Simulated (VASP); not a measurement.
Write the native input for VASP 6.6.1 that does the following.

- Task: single point
- Functional: LDA
- Potentials or basis: VASP PAW LDA potentials, release 64 (Co_sv, O)
- Cutoff: 600 eV
- k mesh: 8 × 8 × 8
- Occupations: gaussian, width 0.05 eV
- Spin: collinear spin, ferromagnetic start
- Starting moments: [2.82, 0.28] μB
- Hubbard terms: Co d U = 4.0 eV
- Dipole correction: no
- Second run: valence_matched
- Further INCAR settings: ALGO = Normal; EDIFF = 1e-06; NBANDS = 22

The structure of CoO lies in POSCAR:

```
CoO
1.0
    0.0000000000      2.1315016600      2.1315016600
    2.1315016600      0.0000000000      2.1315016600
    2.1315016600      2.1315016600      0.0000000000
Co O
1 1
Direct
    0.0000000000      0.0000000000      0.0000000000
    0.5000000000      0.5000000000      0.5000000000
```

One way to write it, as run:

INCAR

```
SYSTEM = CoO
ALGO     = Normal         ! electronic algorithm
EDIFF    = 1E-6           ! SCF threshold, eV
ENCUT    = 600            ! plane-wave cutoff, eV
GGA_COMPAT= .False.      
ISIF     = 2              ! what is computed and relaxed
ISMEAR   = 0              ! smearing method
ISPIN    = 2              ! spin polarisation
LASPH    = .True.         ! aspherical terms in the spheres
LCHARG   = .False.        ! write CHGCAR
LDAU     = .True.         ! DFT+U
LDAUJ    = 0 0          
LDAUL    = 2 -1           ! shell
LDAUPRINT= 1            
LDAUTYPE = 2            
LDAUU    = 4 0            ! U, eV
LMAXMIX  = 4              ! l up to which the mixer works
LORBIT   = 11             ! projections on sites
LREAL    = .False.        ! projectors in reciprocal space
LWAVE    = .False.        ! write WAVECAR
MAGMOM   = 2.82 0.28      ! initial moments
NBANDS   = 22             ! bands
NELM     = 200            ! most SCF steps
PREC     = Accurate       ! precision mode
SIGMA    = 0.05           ! smearing width, eV
```

KPOINTS

```
k-points
0
Gamma
  8 8 8
  0 0 0
```

Potentials or basis: VASP PAW LDA potentials, release 64 (Co_sv, O).

Run with:

```sh
$ cat potpaw_LDA.64/Co_sv/POTCAR potpaw_LDA.64/O/POTCAR > POTCAR
$ mpirun -np 1 vasp_std > vasp.out
```

Results of the run:

```
Pressure                                              : -19.0 GPa
Band gap on the k mesh                                : zero (filled and empty bands overlap)
Net moment                                            : 3.00 μB per cell
Site moments                                          : Co +2.67; O +0.26 μB
Valence electrons inside the program's atomic spheres : Co 14.89; O 4.96
```

Caveat: a cell with one magnetic atom can't hold antiferromagnetic order, which such compounds often take.

Wall time 10 s on 1 thread of Intel(R) Xeon(R) 6975P-C (Granite Rapids), on a shared host, peak memory 0.14 GiB.
